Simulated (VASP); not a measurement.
# Re (Im-3m) in VASP: further runs, part 2 of 2

VASP 6.6.1.

**3. Single point, PBE (11.47 Å³/atom)**

This run uses another cell than the first one, of 11.47 Å³/atom.

File INCAR:

```
SYSTEM = Re
ALGO     = Normal         ! electronic algorithm
EDIFF    = 1E-7           ! SCF threshold, eV
ENCUT    = 520            ! plane-wave cutoff, eV
GGA      = PE             ! functional
ISIF     = 2              ! what is computed and relaxed
ISMEAR   = -1             ! smearing method
LASPH    = .TRUE.         ! aspherical terms in the spheres
LCHARG   = .TRUE.         ! write CHGCAR
LELF     = .TRUE.         ! ELF
LREAL    = .FALSE.        ! projectors in reciprocal space
LVHAR    = .TRUE.       
LWAVE    = .FALSE.        ! write WAVECAR
NBANDS   = 10             ! bands
NELM     = 60             ! most SCF steps
PREC     = Accurate       ! precision mode
SIGMA    = 0.1            ! smearing width, eV
```

File KPOINTS:

```
k-points
0
G
  17 17 17
  0 0 0
```

File POSCAR:

```
Re
1.0
   -1.4206233432      1.4206233432      1.4206233432
    1.4206233432     -1.4206233432      1.4206233432
    1.4206233432      1.4206233432     -1.4206233432
Re
1
Direct
    0.0000000000      0.0000000000      0.0000000000
```

Potentials or basis: VASP PAW PBE potentials, release 64 (Re).

Run with:

```console
$ cat potpaw_PBE.64/Re/POTCAR > POTCAR
$ mpirun -np 1 vasp_std > vasp.out
```

Run time: 13 s. Hardware: 1 thread of Intel Xeon Platinum 8559C (Emerald Rapids), shared host; peak memory 0.13 GiB.

It converged, with:

```
Free energy            : -10.5385 eV
Pressure               : 181.3 GPa
Band gap on the k mesh : zero (an odd number of electrons rules out a gap without spin polarisation)
```

Levels at points of the mesh, in eV from the Fermi level:
```
           k point  band 1  band 2  band 3  band 4  band 5  band 6
(0.00, 0.00, 0.00)  -12.70   -3.75   -3.75   -3.75    0.95    0.95
```

Caveat: the cell stands under pressure; spin-orbit coupling is left out, which moves the levels of the heavy elements.

**4. Single point, PBE (12.68 Å³/atom)**

This run uses another cell than the first one, of 12.68 Å³/atom.

File INCAR:

```
SYSTEM = Re
ALGO = Normal
EDIFF = 1E-7
ENCUT = 520
GGA = PE
ISIF = 2
ISMEAR = -1
LASPH = .True.
LCHARG = .True.
LELF = .True.
LREAL = .False.
LVHAR = .True.
LWAVE = .False.
NBANDS = 10
NELM = 80
PREC = Accurate
SIGMA = 0.1
```

File KPOINTS:

```
k-points
0
Gamma
  17 17 17
  0 0 0
```

File POSCAR:

```
Re
1.0
   -1.4688163939      1.4688163939      1.4688163939
    1.4688163939     -1.4688163939      1.4688163939
    1.4688163939      1.4688163939     -1.4688163939
Re
1
Direct
    0.0000000000      0.0000000000      0.0000000000
```

Run with:

```console
$ cat potpaw_PBE.64/Re/POTCAR > POTCAR
$ mpirun -np 1 vasp_std > vasp.out
```

Wall time 14 s (1 thread of Intel Xeon Platinum 8559C (Emerald Rapids), shared host); peak memory 0.14 GiB.

The run converged. Its results:

| Item | Value |
| --- | --- |
| Free energy | -11.5444 eV |
| Pressure | 92.3 GPa |
| Band gap on the k mesh | zero (an odd number of electrons rules out a gap without spin polarisation) |

Levels at points of the mesh, in eV from the Fermi level:
| k point | band 1 | band 2 | band 3 | band 4 | band 5 | band 6 |
| --- | --- | --- | --- | --- | --- | --- |
| (0.00, 0.00, 0.00) | -11.96 | -3.31 | -3.31 | -3.31 | 0.88 | 0.88 |

Caveat: the cell stands under pressure; spin-orbit coupling is left out, which moves the levels of the heavy elements.

**5. Single point, PBE (13.88 Å³/atom)**

This run uses another cell than the first one, of 13.88 Å³/atom.

File INCAR:

```
SYSTEM = Re
PREC = Accurate
ENCUT = 520
EDIFF = 1E-7
ISMEAR = -1
SIGMA = 0.1
LREAL = .FALSE.
LASPH = .TRUE.
NELM = 60
ALGO = Normal
ISIF = 2
LWAVE = .FALSE.
LCHARG = .FALSE.
GGA = PE
NBANDS = 10
```

File KPOINTS:

```
regular mesh
0
G
  17 17 17
  0 0 0
```

File POSCAR:

```
Re
1.0
   -1.5140388699      1.5140388699      1.5140388699
    1.5140388699     -1.5140388699      1.5140388699
    1.5140388699      1.5140388699     -1.5140388699
Re
1
Direct
    0.0000000000      0.0000000000      0.0000000000
```

Potentials or basis: VASP PAW PBE potentials, release 64 (Re).

Run with:

```console
$ cat potpaw_PBE.64/Re/POTCAR > POTCAR
$ mpirun -np 1 vasp_std > vasp.out
```

OUTCAR:

```text
SYSTEM = Re
   PREC = Accurate
   ENCUT = 520
   EDIFF = 1E-7
   ISMEAR = -1
   LREAL = .FALSE.
   LASPH = .TRUE.
   NELM = 60
   ISIF = 2
   GGA = PE

 ion  position               nearest neighbor table
   1  0.000  0.000  0.000-

  LATTYP: Found a body centered cubic cell.
 ALAT       =     3.0280777398

  Lattice vectors:

 A1 = (  -1.5140388699,   1.5140388699,   1.5140388699)
 A2 = (   1.5140388699,  -1.5140388699,   1.5140388699)
 A3 = (   1.5140388699,   1.5140388699,  -1.5140388699)

Analysis of symmetry for initial positions (statically):
=====================================================================
 Subroutine PRICEL returns:
 Original cell was already a primitive cell.

 Routine SETGRP: Setting up the symmetry group for a
 body centered cubic supercell.

 Subroutine GETGRP returns: Found 48 space group operations
 (whereof 48 operations were pure point group operations)
 out of a pool of 48 trial point group operations.

The static configuration has the point symmetry O_h .

[... 161 lines left out ...]
 fundamental gap:      0.0342038978
 Fermi energy:         9.6218875242

 k-point     1 :       0.0000    0.0000    0.0000
  band No.  band energies     occupation
      1      -1.6375      2.00000
      2       6.6699      2.00000
      3       6.6699      2.00000
      4       6.6699      2.00000
      5      10.4254      0.00065
      6      10.4254      0.00065
      7      25.2675      0.00000
      8      25.2675      0.00000
      9      25.2675      0.00000
     10      38.2803      0.00000
[... 287 lines left out ...]
 k-point    24 :       0.1765    0.1765    0.0000
  band No.  band energies     occupation
      1       1.9835      2.00000
      2       5.1888      2.00000
      3       5.4706      2.00000
      4       9.3824      1.83293
      5      11.1507      0.00000
      6      11.6097      0.00000
      7      24.7120      0.00000
      8      26.8597      0.00000
      9      29.6949      0.00000
     10      30.0264      0.00000

 [... further k-points ...]

------------------------ aborting loop because EDIFF is reached ----------------------------------------

  FORCE on cell =-STRESS in cart. coord.  units (eV):
  Direction    XX          YY          ZZ          XY          YZ          ZX
  --------------------------------------------------------------------------------------
  -------------------------------------------------------------------------------------
  Total        3.0914765      3.0914765      3.0914765     -0.0000000      0.0000000     -0.0000000
  in kB      356.7840831    356.7840831    356.7840831     -0.0000000      0.0000000     -0.0000000
  external PRESSURE =     356.7840831 kB  Pullay stress =       0.0000000 kB

 VOLUME and BASIS-vectors are now :
 -----------------------------------------------------------------------------
  energy-cutoff  :      520.00
  volume of cell :       13.88
      direct lattice vectors                 reciprocal lattice vectors
    -1.514038870  1.514038870  1.514038870     0.000000000  0.330242512  0.330242512
     1.514038870 -1.514038870  1.514038870     0.330242512  0.000000000  0.330242512
     1.514038870  1.514038870 -1.514038870     0.330242512  0.330242512  0.000000000

 POSITION                                       TOTAL-FORCE (eV/Angst)
 -----------------------------------------------------------------------------------
      0.00000      0.00000      0.00000        -0.000000     -0.000000      0.000000
 -----------------------------------------------------------------------------------
    total drift:                                0.000000      0.000000      0.000000

  FREE ENERGIE OF THE ION-ELECTRON SYSTEM (eV)
  ---------------------------------------------------
  free  energy   TOTEN  =       -12.0112756241 eV

  energy  without entropy=      -11.9842344815  energy(sigma->0) =      -11.99775505
```

stdout:

```text
POSCAR found type information on POSCAR Re
 POSCAR found :  1 types and       1 ions
 scaLAPACK will be used
 LDA part: xc-table for (Slater+PW92), standard interpolation
 POSCAR, INCAR and KPOINTS ok, starting setup
 FFT: planning ... GRIDC
 FFT: planning ... GRID_SOFT
 FFT: planning ... GRID
 WAVECAR not read
 entering main loop
```

It took 14 s on 1 thread of Intel Xeon Platinum 8559C (Emerald Rapids), shared host; peak memory 0.14 GiB.

What came out:

```yaml
Free_energy: -12.0113 eV
Pressure: 35.7 GPa
Band_gap_on_the_k_mesh: zero (an odd number of electrons rules out a gap without spin polarisation)
```

Levels at points of the mesh, in eV from the Fermi level:
| k point | band 1 | band 2 | band 3 | band 4 | band 5 | band 6 |
| --- | --- | --- | --- | --- | --- | --- |
| (0.00, 0.00, 0.00) | -11.26 | -2.95 | -2.95 | -2.95 | 0.80 | 0.80 |

Caveat: the cell stands under pressure; spin-orbit coupling is left out, which moves the levels of the heavy elements.

**6. Summary**

| cell | gap on the mesh (eV) | pressure (GPa) |
| --- | --- | --- |
| a = 2.371 Å, angles 109.5°, 1 atom | none | 322.7 |
| a = 2.461 Å, angles 109.5°, 1 atom | none | 181.3 |
| a = 2.544 Å, angles 109.5°, 1 atom | none | 92.3 |
| a = 2.622 Å, angles 109.5°, 1 atom | none | 35.7 |

Alike in all rows: task single point; level PBE; potentials or basis VASP PAW PBE potentials, release 64 (Re); no spin polarisation; k mesh 17 × 17 × 17; cutoff (eV) 520; smearing fermi-dirac 0.1 eV.

Caveats: the cell stands under pressure; spin-orbit coupling is left out, which moves the levels of the heavy elements.

Absolute energies hang on the potentials; compare differences alone.
